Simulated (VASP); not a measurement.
Runs of VASP 6.6.1 on GaN. The structure is that of space group I-4m2 (No. 119), or close to it. The cells are those of the table. 

```csv
cell,gap on the mesh (eV),pressure (GPa)
"a = 3.329, b = 3.329, c = 3.187 Å, angles 61.4, 61.4, 57.2°, 2 atoms",(a),-14.1
"a = 3.108, b = 3.108, c = 3.187 Å, angles 59.2, 59.2, 61.7°, 2 atoms",2.31,(c)
"a = 3.350, b = 3.350, c = 3.187 Å, angles 61.6, 61.6, 56.8°, 2 atoms",1.27,-15.7
"a = 3.070, b = 3.070, c = 3.187 Å, angles 58.7, 58.7, 62.5°, 2 atoms",2.42,17.2
"a = 3.032, b = 3.032, c = 3.187 Å, angles 58.3, 58.3, 63.4°, 2 atoms",(b),24.4
```

Alike in all rows: task single point; level r2SCAN; potentials or basis VASP PAW PBE potentials, release 64 (Ga_d, N); no spin polarisation; k mesh 10 × 10 × 10; cutoff (eV) 520; smearing gaussian 0.05 eV.

Question: Fill in the values left out.

Answer: (a) 1.38; (b) 2.54; (c) 10.8.

Caveats: the PAW data sets were made with another functional, which shifts forces and pressure a little; the cell stands under pressure (at least some runs); the cell stands under tension (at least some runs).

A k mesh can miss the band edges, and the runs leave out spin-orbit coupling on Ga.
